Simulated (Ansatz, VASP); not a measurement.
Ni in VASP and in Ansatz

INCAR

```
SYSTEM = Ni
PREC     = Accurate       ! precision mode
ENCUT    = 520            ! plane-wave cutoff, eV
EDIFF    = 1E-7           ! SCF threshold, eV
ISMEAR   = -1             ! smearing method
SIGMA    = 0.1            ! smearing width, eV
LREAL    = .False.        ! projectors in reciprocal space
LASPH    = .True.         ! aspherical terms in the spheres
NELM     = 150            ! most SCF steps
ALGO     = Normal         ! electronic algorithm
ISIF     = 2              ! what is computed and relaxed
LWAVE    = .False.        ! write WAVECAR
LCHARG   = .False.        ! write CHGCAR
ISPIN    = 2              ! spin polarisation
MAGMOM   = 2 0            ! initial moments
LORBIT   = 11             ! projections on sites
LMAXMIX  = 4              ! l up to which the mixer works
GGA      = PE             ! functional
NBANDS   = 21             ! bands
```

Contents of KPOINTS:

```
Automatic mesh
0
Gamma
  7 14 14
  0 0 0
```

File POSCAR:

```
Ni
1.0
    0.0000000000      3.5160000000      3.5160000000
    1.7580000000      0.0000000000      1.7580000000
    1.7580000000      1.7580000000      0.0000000000
Ni
2
Direct
    0.0000000000      0.0000000000      0.0000000000
    0.5000000000      0.0000000000      0.0000000000
```

Input for Ansatz:

```yaml
crystal:
  lattice:
    - [0.0, 3.516, 3.516]
    - [1.758, 0.0, 1.758]
    - [1.758, 1.758, 0.0]
  atoms:
    - { symbol: Ni, position: [0.0, 0.0, 0.0], spin: 2.0 }
    - { symbol: Ni, position: [0.5, 0.0, 0.0] }
magnetization:
  spin_polarized: true
hamiltonian:
  xc: pbe
  pseudopotentials: { kind: paw }
basis:
  ecutwfc: 420
kpoints:
  mp_grid: { grid: [7, 14, 14] }
scf:
  occupations: { method: fermi_dirac, width: 0.1 }
  lower_state_search: "off"
output:
  forces: true
  stress: true
```

Alike in both runs: task single point; functional PBE; k mesh 7 × 14 × 14; occupations fermi-dirac, width 0.1 eV; collinear spin.

|  | VASP | Ansatz |
| --- | --- | --- |
| version | VASP 6.6.1 | Ansatz 0.2.0 |
| potentials or method | VASP PAW PBE potentials, release 64 (Ni), cutoff 520 eV | PAW, plane waves, scalar-relativistic |
| valence electrons in the cell | 20 | 36 |

Ansatz gave:

* pressure (GPa): 0.8
* net moment per atom (μB): 0.61
* size of the moment on the site where the two differ most (μB): 0.65

Estimate VASP's values.

pressure (GPa): 0.6; net moment per atom (μB): 0.59; size of the moment on the site where the two differ most (μB): 0.60.

Site moments also hang on the region over which each program counts them. VASP's potentials hold 20 valence electrons a cell and Ansatz's 36, so a difference there can come from the potentials and not from the codes.
